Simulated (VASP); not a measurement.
# Na2N (P6_3/mmc) in VASP: a series of runs

Runs on Na2N. Level: PBE. Tasks: single point.

Program: VASP 6.6.1. These are calculated values, not measurements. Logs are shortened: lines on timing, memory, paths and dates and some standing lists are left out, and cuts for length are marked.

### Step 1. The cell of the first run

The structure is hexagonal, space group P6_3/mmc (No. 194). The conventional cell has a = 4.203 Å, b = 4.203 Å, c = 5.938 Å, α = 90.00°, β = 90.00°, γ = 120.00°. Na (site symmetry -6m2) has 5 N at 2.43 to 2.97 Å and 6 Na at 2.84 Å within 3.2 Å. Within 3.7 Å of Na (site symmetry -3m) lie 8 Na at 2.84 to 2.97 Å and 6 N at 2.84 Å. N (site symmetry -6m2) has 11 Na at 2.43 to 2.97 Å within 3.2 Å.

The cell was built from a structure type or drawn by symmetry, and may not be a known phase.

### Step 2. Single point, PBE, collinear spin, ferromagnetic start

Contents of INCAR:

```
SYSTEM = Na2N
  ALGO = Normal
  EDIFF = 1E-6
  ENCUT = 520
  GGA = PE
  ISIF = 2
  ISMEAR = 0
  ISPIN = 2
  LASPH = .True.
  LCHARG = .False.
  LORBIT = 11
  LREAL = .False.
  LWAVE = .False.
  MAGMOM = 0 0 0 0 1 1
  NBANDS = 32
  NELM = 150
  PREC = Accurate
  SIGMA = 0.1
```

Contents of KPOINTS:

```
k-points
0
Gamma
  6 6 4
  0 0 0
```

Contents of POSCAR:

```
Na2N
1.0
    4.2029431830      0.0000000000      0.0000000000
   -2.1014715915      3.6398555671      0.0000000000
    0.0000000000      0.0000000000      5.9375597335
Na N
4 2
Direct
    0.3333333333      0.6666666667      0.7500000000
    0.0000000000      0.0000000000      0.0000000000
    0.0000000000      0.0000000000      0.5000000000
    0.6666666667      0.3333333333      0.2500000000
    0.6666666667      0.3333333333      0.7500000000
    0.3333333333      0.6666666667      0.2500000000
```

Potentials or basis: VASP PAW PBE potentials, release 64 (Na_pv, N).

Launch:

```
> cat potpaw_PBE.64/Na_pv/POTCAR potpaw_PBE.64/N/POTCAR > POTCAR
> mpirun -np 1 vasp_std > vasp.out
```

OUTCAR:

```text
SYSTEM = Na2N
   EDIFF = 1E-6
   ENCUT = 520
   GGA = PE
   ISIF = 2
   ISMEAR = 0
   ISPIN = 2
   LASPH = .True.
   LORBIT = 11
   LREAL = .False.
   NELM = 150
   PREC = Accurate

 ion  position               nearest neighbor table
   1  0.333  0.667  0.750-
   2  0.000  0.000  0.000-
   3  0.000  0.000  0.500-
   4  0.667  0.333  0.250-
   5  0.667  0.333  0.750-
   6  0.333  0.667  0.250-

  LATTYP: Found a hexagonal cell.
 ALAT       =     4.2029431830
 C/A-ratio  =     1.4127147275

  Lattice vectors:

 A1 = (   4.2029431830,   0.0000000000,   0.0000000000)
 A2 = (  -2.1014715915,   3.6398555671,   0.0000000000)
 A3 = (   0.0000000000,   0.0000000000,   5.9375597335)

Analysis of symmetry for initial positions (statically):
=====================================================================
 Subroutine PRICEL returns:
 Original cell was already a primitive cell.

 Routine SETGRP: Setting up the symmetry group for a
 hexagonal supercell.

 Subroutine GETGRP returns: Found 24 space group operations
 (whereof 12 operations were pure point group operations)
 out of a pool of 24 trial point group operations.

The static configuration has the point symmetry D_3d.
 The point group associated with its full space group is D_6h.

Analysis of symmetry for dynamics (positions and initial velocities):
=====================================================================
 Subroutine PRICEL returns:
 Original cell was already a primitive cell.

 Routine SETGRP: Setting up the symmetry group for a
 hexagonal supercell.

 Subroutine GETGRP returns: Found 24 space group operations
 (whereof 12 operations were pure point group operations)
 out of a pool of 24 trial point group operations.

The dynamic configuration has the point symmetry D_3d.
 The point group associated with its full space group is D_6h.

Analysis of structural, dynamic, and magnetic symmetry:
=====================================================================
 Subroutine PRICEL returns:
 Original cell was already a primitive cell.

 Routine SETGRP: Setting up the symmetry group for a
 hexagonal supercell.

 Subroutine GETGRP returns: Found 24 space group operations
 (whereof 12 operations were pure point group operations)
 out of a pool of 24 trial point group operations.

[... 133 lines left out ...]
   IVDW    =     0    specifies the selected vdW correction
   LEPSILON=     F    determine dielectric tensor
   LRPA    =     F    only Hartree local field effects (RPA)
 spin polarized calculation
 Gauss-broadening in eV      SIGMA  =   0.10
  energy-cutoff  :      520.00
  volume of cell :       90.83
 maximum number of plane-waves:      2458
 NGX is ok and might be reduce to    32
   NGX = 15   NGY = 15   NGZ = 23

 number of electron      38.0000009 magnetization       2.0000000

 Free energy of the ion-electron system (eV)
  ---------------------------------------------------
  ext. energy  EPLUGINS =         0.00000000
  ---------------------------------------------------
  free energy    TOTEN  =       -18.56341207 eV

  energy without entropy =      -18.54729204  energy(sigma->0) =      -18.55535206

 E-fermi :   1.5866     XC(G=0):  -8.9836

 val. band max:        1.5852236877   @ k =   0.3333   0.3333   0.0000
 cond. band min:       1.6092198515   @ k =   0.3333   0.1667   0.0000
 fundamental gap:      0.0239961638
 Fermi energy:         1.5866050991

 spin component 1

 k-point     1 :       0.0000    0.0000    0.0000
  band No.  band energies     occupation
      1     -22.3865      1.00000
      2     -22.2572      1.00000
      3     -22.2572      1.00000
      4     -22.2274      1.00000
      5     -22.2274      1.00000
      6     -22.2240      1.00000
[... 703 lines left out ...]
     30      12.4592      0.00000
     31      14.8665      0.00000
 Fermi energy:         1.5866050991

 spin component 2

 k-point     1 :       0.0000    0.0000    0.0000
  band No.  band energies     occupation
      1     -22.3981      1.00000
      2     -22.2675      1.00000
      3     -22.2675      1.00000
      4     -22.2373      1.00000
      5     -22.2373      1.00000
      6     -22.2337      1.00000
[... 703 lines left out ...]
     30      12.4522      0.00000
     31      14.9178      0.00000
 [bands above 31 left out]

------------------------ aborting loop because EDIFF is reached ----------------------------------------

  FORCE on cell =-STRESS in cart. coord.  units (eV):
  Direction    XX          YY          ZZ          XY          YZ          ZX
  --------------------------------------------------------------------------------------
  -------------------------------------------------------------------------------------
  Total       -0.0813876     -0.0813876     -0.0167163      0.0000000      0.0000000      0.0000000
  in kB       -1.4355668     -1.4355668     -0.2948532      0.0000000      0.0000000      0.0000000
  external PRESSURE =      -1.0553289 kB  Pullay stress =       0.0000000 kB

 VOLUME and BASIS-vectors are now :
 -----------------------------------------------------------------------------
  energy-cutoff  :      520.00
  volume of cell :       90.83
      direct lattice vectors                 reciprocal lattice vectors
     4.202943183  0.000000000  0.000000000     0.237928508  0.137368088  0.000000000
    -2.101471592  3.639855567  0.000000000     0.000000000  0.274736176  0.000000000
     0.000000000  0.000000000  5.937559733     0.000000000  0.000000000  0.168419358

 POSITION                                       TOTAL-FORCE (eV/Angst)
 -----------------------------------------------------------------------------------
     -0.00000      2.42657      4.45317        -0.000000     -0.000000      0.000000
      0.00000      0.00000      0.00000         0.000000     -0.000000      0.000000
      0.00000      0.00000      2.96878         0.000000     -0.000000      0.000000
      2.10147      1.21329      1.48439         0.000000      0.000000      0.000000
      2.10147      1.21329      4.45317         0.000000     -0.000000      0.000000
     -0.00000      2.42657      1.48439         0.000000     -0.000000     -0.000000
 -----------------------------------------------------------------------------------
    total drift:                               -0.000000      0.000000     -0.000000

  FREE ENERGIE OF THE ION-ELECTRON SYSTEM (eV)
  ---------------------------------------------------
  free  energy   TOTEN  =       -18.5634120735 eV

  energy  without entropy=      -18.5472920392  energy(sigma->0) =      -18.55535206

 total charge

# of ion       s       p       d       tot
------------------------------------------
    1        0.094   6.005   0.000   6.099
    2        0.080   5.987   0.000   6.067
    3        0.080   5.987   0.000   6.067
    4        0.094   6.005   0.000   6.099
    5        1.278   2.182   0.000   3.461
    6        1.278   2.182   0.000   3.461
--------------------------------------------------
tot          2.904  28.349   0.000  31.254

 magnetization (x)

# of ion       s       p       d       tot
------------------------------------------
    1       -0.010   0.000   0.000  -0.010
    2       -0.012  -0.002   0.000  -0.014
    3       -0.012  -0.002   0.000  -0.014
    4       -0.010   0.000   0.000  -0.010
    5        0.016   0.660   0.000   0.676
    6        0.016   0.660   0.000   0.676
--------------------------------------------------
tot         -0.012   1.317   0.000   1.305
```

OSZICAR:

```text
N       E                     dE             d eps       ncg     rms          rms(c)
DAV:   1     0.418250402140E+03    0.41825E+03   -0.19508E+04  2728   0.145E+03
DAV:   2     0.208648008926E+02   -0.39739E+03   -0.38007E+03  2736   0.434E+02
DAV:   3    -0.198872661544E+02   -0.40752E+02   -0.39512E+02  3256   0.133E+02
DAV:   4    -0.214967711965E+02   -0.16095E+01   -0.15988E+01  3040   0.271E+01
DAV:   5    -0.215268442570E+02   -0.30073E-01   -0.30064E-01  3160   0.379E+00    0.841E+00
DAV:   6    -0.186891581139E+02    0.28377E+01   -0.81218E+00  3760   0.160E+01    0.350E+00
DAV:   7    -0.186166177862E+02    0.72540E-01   -0.30094E-01  2824   0.320E+00    0.200E+00
DAV:   8    -0.185543768130E+02    0.62241E-01   -0.14832E-01  3272   0.247E+00    0.619E-01
DAV:   9    -0.185624470315E+02   -0.80702E-02   -0.16831E-02  3088   0.861E-01    0.339E-01
DAV:  10    -0.185630353522E+02   -0.58832E-03   -0.18235E-03  3104   0.251E-01    0.175E-01
DAV:  11    -0.185633790648E+02   -0.34371E-03   -0.80269E-04  2976   0.151E-01    0.834E-02
DAV:  12    -0.185634044876E+02   -0.25423E-04   -0.28282E-04  2960   0.104E-01    0.172E-02
DAV:  13    -0.185634117657E+02   -0.72781E-05   -0.19376E-05  3120   0.256E-02    0.125E-02
DAV:  14    -0.185634120735E+02   -0.30777E-06   -0.19581E-06  2624   0.713E-03
   1 F= -.18563412E+02 E0= -.18555352E+02  d E =-.161200E-01  mag=     2.0000
```

Run time: 1.7 min. Hardware: 1 thread of Intel Xeon 8259CL, shared host; peak memory 0.28 GiB.

Results:

```
Free energy                                           : -18.5634 eV
Pressure                                              : -0.1 GPa
Band gap on the k mesh                                : zero (filled and empty bands overlap)
Net moment                                            : 2.00 μB per cell
Site moments                                          : Na -0.01; N +0.68 μB
Valence electrons inside the program's atomic spheres : Na 6.10, 6.07 (each value once); N 3.46
```

### Step 3. Single point, PBE, collinear spin, ferromagnetic start

This run uses another cell than the first one, of 18.37 Å³/atom.

Contents of INCAR:

```
SYSTEM = Na2N
ALGO = Normal
EDIFF = 1E-6
ENCUT = 520
GGA = PE
ISIF = 2
ISMEAR = 0
ISPIN = 2
LASPH = .TRUE.
LCHARG = .TRUE.
LELF = .TRUE.
LORBIT = 11
LREAL = .FALSE.
LVHAR = .TRUE.
LWAVE = .FALSE.
MAGMOM = 0 0 0 0 1 1
NBANDS = 32
NELM = 150
PREC = Accurate
SIGMA = 0.1
```

Contents of KPOINTS:

```
k-points
0
G
  6 6 4
  0 0 0
```

Contents of POSCAR:

```
Na2N
1.0
    4.6802372600      0.0000000000      0.0000000000
   -2.3401186300      4.0532043600      0.0000000000
    0.0000000000      0.0000000000      5.8108108100
Na N
4 2
Direct
    0.3333333300      0.6666666700      0.7500000000
    0.0000000000      0.0000000000      0.0000000000
    0.0000000000      0.0000000000      0.5000000000
    0.6666666700      0.3333333300      0.2500000000
    0.6666666700      0.3333333300      0.7500000000
    0.3333333300      0.6666666700      0.2500000000
```

Potentials or basis: VASP PAW PBE potentials, release 64 (Na_pv, N).

Launch:

```
> cat potpaw_PBE.64/Na_pv/POTCAR potpaw_PBE.64/N/POTCAR > POTCAR
> mpirun -np 1 vasp_std > vasp.out
```

OUTCAR:

```text
SYSTEM = Na2N
   EDIFF = 1E-6
   ENCUT = 520
   GGA = PE
   ISIF = 2
   ISMEAR = 0
   ISPIN = 2
   LASPH = .TRUE.
   LORBIT = 11
   LREAL = .FALSE.
   NELM = 150
   PREC = Accurate

 ion  position               nearest neighbor table
   1  0.333  0.667  0.750-
   2  0.000  0.000  0.000-
   3  0.000  0.000  0.500-
   4  0.667  0.333  0.250-
   5  0.667  0.333  0.750-
   6  0.333  0.667  0.250-

  LATTYP: Found a hexagonal cell.
 ALAT       =     4.6802372600
 C/A-ratio  =     1.2415632984

  Lattice vectors:

 A1 = (   4.6802372600,   0.0000000000,   0.0000000000)
 A2 = (  -2.3401186300,   4.0532043600,   0.0000000000)
 A3 = (   0.0000000000,   0.0000000000,   5.8108108100)

Analysis of symmetry for initial positions (statically):
=====================================================================
 Subroutine PRICEL returns:
 Original cell was already a primitive cell.

 Routine SETGRP: Setting up the symmetry group for a
 hexagonal supercell.

 Subroutine GETGRP returns: Found 24 space group operations
 (whereof 12 operations were pure point group operations)
 out of a pool of 24 trial point group operations.

The static configuration has the point symmetry D_3d.
 The point group associated with its full space group is D_6h.

Analysis of symmetry for dynamics (positions and initial velocities):
=====================================================================
 Subroutine PRICEL returns:
 Original cell was already a primitive cell.

 Routine SETGRP: Setting up the symmetry group for a
 hexagonal supercell.

 Subroutine GETGRP returns: Found 24 space group operations
 (whereof 12 operations were pure point group operations)
 out of a pool of 24 trial point group operations.

The dynamic configuration has the point symmetry D_3d.
 The point group associated with its full space group is D_6h.
[... 170 lines left out ...]
 cond. band min:       0.9176768908   @ k =   0.1667   0.1667   0.2500
 fundamental gap:      0.0270920635
 Fermi energy:         0.9004841374

 spin component 1

 k-point     1 :       0.0000    0.0000    0.0000
  band No.  band energies     occupation
      1     -23.6634      1.00000
      2     -23.4878      1.00000
      3     -23.4878      1.00000
      4     -23.4736      1.00000
      5     -23.4615      1.00000
      6     -23.4615      1.00000
[... 703 lines left out ...]
     30      10.4507      0.00000
     31      12.3287      0.00000
 Fermi energy:         0.9004841374

 spin component 2

 k-point     1 :       0.0000    0.0000    0.0000
  band No.  band energies     occupation
      1     -23.6805      1.00000
      2     -23.5025      1.00000
      3     -23.5025      1.00000
      4     -23.4876      1.00000
      5     -23.4757      1.00000
      6     -23.4757      1.00000
[... 703 lines left out ...]
     30      10.3535      0.00000
     31      12.2932      0.00000
 [bands above 31 left out]

------------------------ aborting loop because EDIFF is reached ----------------------------------------

  FORCE on cell =-STRESS in cart. coord.  units (eV):
  Direction    XX          YY          ZZ          XY          YZ          ZX
  --------------------------------------------------------------------------------------
  -------------------------------------------------------------------------------------
  Total       -4.7610914     -4.7610914     -1.2982420      0.0000000     -0.0000000     -0.0000000
  in kB      -69.2012595    -69.2012594    -18.8696189      0.0000000     -0.0000000     -0.0000000
  external PRESSURE =     -52.4240459 kB  Pullay stress =       0.0000000 kB

 VOLUME and BASIS-vectors are now :
 -----------------------------------------------------------------------------
  energy-cutoff  :      520.00
  volume of cell :      110.23
      direct lattice vectors                 reciprocal lattice vectors
     4.680237260  0.000000000  0.000000000     0.213664382  0.123359188  0.000000000
    -2.340118630  4.053204360  0.000000000     0.000000000  0.246718377  0.000000000
     0.000000000  0.000000000  5.810810810     0.000000000  0.000000000  0.172093023

 POSITION                                       TOTAL-FORCE (eV/Angst)
 -----------------------------------------------------------------------------------
     -0.00000      2.70214      4.35811         0.000000     -0.000000      0.000000
      0.00000      0.00000      0.00000         0.000000     -0.000000      0.000000
      0.00000      0.00000      2.90541         0.000000     -0.000000      0.000000
      2.34012      1.35107      1.45270         0.000000      0.000000      0.000000
      2.34012      1.35107      4.35811        -0.000000      0.000000      0.000000
     -0.00000      2.70214      1.45270         0.000000     -0.000000      0.000000
 -----------------------------------------------------------------------------------
    total drift:                               -0.000004      0.000002     -0.000000

  FREE ENERGIE OF THE ION-ELECTRON SYSTEM (eV)
  ---------------------------------------------------
  free  energy   TOTEN  =       -18.0032777767 eV

  energy  without entropy=      -17.9912123380  energy(sigma->0) =      -17.99724506

 total charge

# of ion       s       p       d       tot
------------------------------------------
    1        0.073   5.982   0.000   6.055
    2        0.074   5.974   0.000   6.048
    3        0.074   5.974   0.000   6.048
    4        0.073   5.982   0.000   6.055
    5        1.291   2.112   0.000   3.403
    6        1.291   2.112   0.000   3.403
--------------------------------------------------
tot          2.878  28.135   0.000  31.013

 magnetization (x)

# of ion       s       p       d       tot
------------------------------------------
    1       -0.012  -0.001   0.000  -0.013
    2       -0.016  -0.003   0.000  -0.019
    3       -0.016  -0.003   0.000  -0.019
    4       -0.012  -0.001   0.000  -0.013
    5        0.016   0.695   0.000   0.711
    6        0.016   0.695   0.000   0.711
--------------------------------------------------
tot         -0.023   1.381   0.000   1.358
```

Run time: 2.5 min. Hardware: 1 thread of Intel Xeon 8259CL, shared host; peak memory 0.33 GiB.

Results:

| Item | Value |
| --- | --- |
| Free energy | -18.0033 eV |
| Pressure | -5.2 GPa |
| Band gap on the k mesh | zero (filled and empty bands overlap) |
| Net moment | 2.00 μB per cell |
| Site moments | Na -0.01, -0.02 (each value once); N +0.71 μB |
| Valence electrons inside the program's atomic spheres | Na 6.05; N 3.40 |

Caveat: the cell stands under tension.
